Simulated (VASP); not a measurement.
## P: relaxation of shape and atoms at fixed volume with PBE

Crystal: P.

```
P
1.0
     4.15028    0.00000    0.00000
    -2.07514    3.59425    0.00000
     0.00000    0.00000    2.42370
P
3
Direct
  0.00000 0.00000 0.00000
  0.33333 0.66667 0.50000
  0.66667 0.33333 0.50000
```

* Program: VASP 6.6.1
* Task: relaxation of shape and atoms at fixed volume
* Functional: PBE
* Potentials or basis: VASP PAW PBE potentials, release 64 (P)
* Cutoff: 600 eV
* k mesh: 9 × 9 × 12
* Occupations: fermi-dirac, width 0.05 eV
* Spin: no spin polarisation
* Dipole correction: no
* Further INCAR settings: ALGO = Normal; EDIFF = 1e-07; IBRION = 2; EDIFFG = -0.005; NSW = 50; ISIF = 4

```json
{
 "Energy gained by relaxing": "0.3 meV/atom",
 "Ionic steps": "3",
 "Pressure after relaxing": "22.2 GPa"
}
```

Step by step:
```csv
step,energy change (eV),largest force (eV/Å),pressure (GPa),volume (Å³)
1,0.0000,0.0000,22.19,36.15
2,-0.0004,0.0000,22.19,36.15
3,-0.0008,0.0000,22.18,36.15
```

Final structure:
```
P
1.0
     4.15675    0.00000    0.00000
    -2.07837    3.59985    0.00000
     0.00000    0.00000    2.41616
P
3
Direct
  0.00000 0.00000 0.00000
  0.33333 0.66667 0.50000
  0.66667 0.33333 0.50000
```

Levels at points of the mesh, in eV from the Fermi level:
```tsv
k point	band 5	band 6	band 7	band 8	band 9	band 10	band 11
(0.00, 0.00, 0.00)	-7.04	-6.73	-6.73	3.70	6.42	8.42	8.42
(0.00, 0.00, 0.50)	-3.31	-3.31	-3.03	-3.00	-1.13	-1.13	-0.76
```

It took 88 s on 1 thread of AMD EPYC 7R43 64-Core Processor (Zen 3) (shared host), peak memory 0.14 GiB.

Caveat: the bands computed are all filled at some k points, so no gap is given.
